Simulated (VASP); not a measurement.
Runs of VASP 6.6.1 on As. The structure is that of space group Im-3m (No. 229), or close to it. The cells are those of the table. 

| cell | k mesh | cutoff (eV) | gap on the mesh (eV) | pressure (GPa) |
| --- | --- | --- | --- | --- |
| a = 3.014 Å, angles 109.5°, 1 atom | 13 × 13 × 13 | 500 | none | 0.2 |
| a = 3.014 Å, angles 109.5°, 1 atom | 21 × 21 × 21 | 520 | none | 0.1 |
| a = 3.014 Å, angles 109.5°, 1 atom | 14 × 14 × 14 | 520 | none | (b) |
| a = 3.130 Å, angles 109.5°, 1 atom | 14 × 14 × 14 | 520 | none | -5.5 |
| a = 2.889 Å, angles 109.5°, 1 atom | 14 × 14 × 14 | 520 | none | (a) |

Alike in all rows: task single point; level BLYP; potentials or basis VASP PAW PBE potentials, release 64 (As); no spin polarisation; smearing fermi-dirac 0.1 eV.

Fill in the values left out.

(a) 10.6; (b) 0.0.

Caveats: the PAW data sets were made with another functional, which shifts forces and pressure a little.

A k mesh can miss the band edges, and the runs leave out spin-orbit coupling on As.

A gap of «none» marks levels without a gap at the run's occupations.
